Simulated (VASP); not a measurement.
# WSe (Pm-3m) in VASP: single point with PBE

Aim: the single point of WSe with PBE.

Program: VASP 6.6.1. These are calculated values, not measurements. Logs are shortened: lines on timing, memory, paths and dates and some standing lists are left out, and cuts for length are marked.

**1. The cell of the first run**

Symmetry: Pm-3m, No. 221, cubic system. Conventional cell: a = 3.346 Å, b = 3.346 Å, c = 3.346 Å, α = 90.00°, β = 90.00°, γ = 90.00°. Within 3.8 Å of W (site symmetry m-3m) lie 8 Se at 2.90 Å and 6 W at 3.35 Å. Within 3.8 Å of Se (site symmetry m-3m) lie 8 W at 2.90 Å and 6 Se at 3.35 Å.

**2. Single point, PBE, collinear spin, ferromagnetic start**

INCAR reads:

```
SYSTEM = WSe
PREC = Accurate
ENCUT = 520
EDIFF = 1E-6
ISMEAR = 0
SIGMA = 0.1
LREAL = .False.
LASPH = .True.
NELM = 150
ALGO = Normal
ISIF = 2
LWAVE = .False.
LCHARG = .False.
ISPIN = 2
MAGMOM = 2.5 0
LORBIT = 11
LMAXMIX = 4
GGA = PE
NBANDS = 21
```

KPOINTS reads:

```
Automatic mesh
0
Gamma
  14 14 14
  0 0 0
```

POSCAR reads:

```
WSe
1.0
    3.3458535747      0.0000000000      0.0000000000
    0.0000000000      3.3458535747      0.0000000000
    0.0000000000      0.0000000000      3.3458535747
W Se
1 1
Direct
    0.0000000000      0.0000000000      0.0000000000
    0.5000000000      0.5000000000      0.5000000000
```

Potentials or basis: VASP PAW PBE potentials, release 64 (W_sv, Se).

Started as:

```console
> cat potpaw_PBE.64/W_sv/POTCAR potpaw_PBE.64/Se/POTCAR > POTCAR
> mpirun -np 1 vasp_std > vasp.out
```

OUTCAR:

```text
SYSTEM = WSe
   PREC = Accurate
   ENCUT = 520
   EDIFF = 1E-6
   ISMEAR = 0
   LREAL = .False.
   LASPH = .True.
   NELM = 150
   ISIF = 2
   ISPIN = 2
   LORBIT = 11
   GGA = PE

 ion  position               nearest neighbor table
   1  0.000  0.000  0.000-   2 2.90   2 2.90   2 2.90   2 2.90   2 2.90   2 2.90   2 2.90   2 2.90

   2  0.500  0.500  0.500-   1 2.90   1 2.90   1 2.90   1 2.90   1 2.90   1 2.90   1 2.90   1 2.90

  LATTYP: Found a simple cubic cell.
 ALAT       =     3.3458535747

  Lattice vectors:

 A1 = (   3.3458535747,   0.0000000000,   0.0000000000)
 A2 = (   0.0000000000,   3.3458535747,   0.0000000000)
 A3 = (   0.0000000000,   0.0000000000,   3.3458535747)

Analysis of symmetry for initial positions (statically):
=====================================================================
 Subroutine PRICEL returns:
 Original cell was already a primitive cell.

 Routine SETGRP: Setting up the symmetry group for a
 simple cubic supercell.

 Subroutine GETGRP returns: Found 48 space group operations
 (whereof 48 operations were pure point group operations)
 out of a pool of 48 trial point group operations.

The static configuration has the point symmetry O_h .

Analysis of symmetry for dynamics (positions and initial velocities):
=====================================================================
 Subroutine PRICEL returns:
 Original cell was already a primitive cell.

 Routine SETGRP: Setting up the symmetry group for a
 simple cubic supercell.

 Subroutine GETGRP returns: Found 48 space group operations
 (whereof 48 operations were pure point group operations)
 out of a pool of 48 trial point group operations.

The dynamic configuration has the point symmetry O_h .

Analysis of structural, dynamic, and magnetic symmetry:
=====================================================================
 Subroutine PRICEL returns:
 Original cell was already a primitive cell.

 Routine SETGRP: Setting up the symmetry group for a
 simple cubic supercell.

 Subroutine GETGRP returns: Found 48 space group operations
 (whereof 48 operations were pure point group operations)
 out of a pool of 48 trial point group operations.

The overall configuration has the point symmetry O_h .

 Subroutine INISYM returns: Found 48 space group operations
 (whereof 48 operations are pure point group operations),
 and found     1 'primitive' translations

----------------------------------------------------------------------------------------

                                     Primitive cell

  volume of cell :      37.4559

[... 107 lines left out ...]
     AMIX     =   0.40;   BMIX     =  1.00
     AMIX_MAG =   1.60;   BMIX_MAG =  1.00
  volume/ion in A,a.u.               =      18.73       126.38
  Fermi-wavevector in a.u.,A,eV,Ry     =   1.328142  2.509825 24.000155  1.763962
  Thomas-Fermi vector in A             =   2.457402
   LORBIT       =     11    0 simple, 1 ext, 2 COOP (PROOUT), +10 PAW based schemes
   GGA     = PE    functional components
   LHFCALC =     F    Hartree Fock is set to
   AEXX    =    0.0000 exact exchange contribution
   IVDW    =     0    specifies the selected vdW correction
   LEPSILON=     F    determine dielectric tensor
   LRPA    =     F    only Hartree local field effects (RPA)
 spin polarized calculation
 Gauss-broadening in eV      SIGMA  =   0.10
  energy-cutoff  :      520.00
  volume of cell :       37.46
 maximum number of plane-waves:      1024
 NGX is ok and might be reduce to    28
   NGX = 13   NGY = 13   NGZ = 13

 number of electron      19.9999996 magnetization       0.0121651

 number of electron      19.9999996 magnetization      -0.0030138

 Free energy of the ion-electron system (eV)
  ---------------------------------------------------
  ext. energy  EPLUGINS =         0.00000000
  ---------------------------------------------------
  free energy    TOTEN  =       -14.85672078 eV

  energy without entropy =      -14.84639683  energy(sigma->0) =      -14.85155881

 E-fermi :   8.3919     XC(G=0): -11.8530

 val. band max:        8.3912025117   @ k =   0.5000   0.4286   0.2143
 cond. band min:       8.3930368812   @ k =   0.5000   0.4286   0.2143
 fundamental gap:      0.0018343695
 Fermi energy:         8.3919396411

 spin component 1

 k-point     1 :       0.0000    0.0000    0.0000
  band No.  band energies     occupation
      1     -66.1849      1.00000
      2     -30.2780      1.00000
      3     -30.2780      1.00000
      4     -30.2780      1.00000
      5      -7.3417      1.00000
      6       5.4499      1.00000
[... 565 lines left out ...]
     20      22.9466      0.00000
     21      25.6596      0.00000

 [... further k-points ...]

 spin component 2

 k-point     1 :       0.0000    0.0000    0.0000
  band No.  band energies     occupation
      1     -66.1857      1.00000
      2     -30.2794      1.00000
      3     -30.2794      1.00000
      4     -30.2794      1.00000
      5      -7.3417      1.00000
      6       5.4485      1.00000
[... 565 lines left out ...]
     20      22.9461      0.00000
     21      25.6613      0.00000

 [... further k-points ...]
[... 5 lines left out ...]
  --------------------------------------------------------------------------------------
  -------------------------------------------------------------------------------------
  Total       -5.5288099     -5.5288099     -5.5288099      0.0000000     -0.0000000     -0.0000000
  in kB     -236.4947173   -236.4947173   -236.4947173      0.0000000     -0.0000000     -0.0000000
  external PRESSURE =    -236.4947173 kB  Pullay stress =       0.0000000 kB

 VOLUME and BASIS-vectors are now :
 -----------------------------------------------------------------------------
  energy-cutoff  :      520.00
  volume of cell :       37.46
      direct lattice vectors                 reciprocal lattice vectors
     3.345853575  0.000000000  0.000000000     0.298877395  0.000000000  0.000000000
     0.000000000  3.345853575  0.000000000     0.000000000  0.298877395  0.000000000
     0.000000000  0.000000000  3.345853575     0.000000000  0.000000000  0.298877395

 POSITION                                       TOTAL-FORCE (eV/Angst)
 -----------------------------------------------------------------------------------
      0.00000      0.00000      0.00000         0.000000      0.000000      0.000000
      1.67293      1.67293      1.67293         0.000000      0.000000      0.000000
 -----------------------------------------------------------------------------------
    total drift:                                0.000000      0.000000     -0.000000

  FREE ENERGIE OF THE ION-ELECTRON SYSTEM (eV)
  ---------------------------------------------------
  free  energy   TOTEN  =       -14.8567207781 eV

  energy  without entropy=      -14.8463968340  energy(sigma->0) =      -14.85155881

 total charge

# of ion       s       p       d       tot
------------------------------------------
    1        2.270   6.127   3.275  11.672
    2        1.461   2.168   0.108   3.738
--------------------------------------------------
tot          3.732   8.295   3.384  15.410

 magnetization (x)

# of ion       s       p       d       tot
------------------------------------------
    1       -0.000  -0.000  -0.002  -0.002
    2       -0.000   0.000  -0.000   0.000
--------------------------------------------------
tot         -0.000   0.000  -0.002  -0.002
```

stdout:

```text
POSCAR found type information on POSCAR W Se
 POSCAR found :  2 types and       2 ions
 scaLAPACK will be used
 LDA part: xc-table for (Slater+PW92), standard interpolation
 POSCAR, INCAR and KPOINTS ok, starting setup
 FFT: planning ... GRIDC
 FFT: planning ... GRID_SOFT
 FFT: planning ... GRID
 WAVECAR not read
 entering main loop
```

Wall time 1.7 min (1 thread of AMD EPYC 9R45 (Zen 5), shared host); peak memory 0.25 GiB.

Results:

```yaml
Free_energy: -14.8567 eV
Pressure: -23.6 GPa
Band_gap_on_the_k_mesh: zero (filled and empty bands overlap)
Net_moment: 0.00 μB per cell
Valence_electrons_inside_the_program's_atomic_spheres: W 11.67; Se 3.74
```

Caveat: spin-orbit coupling is left out, which moves the levels of the heavy elements.
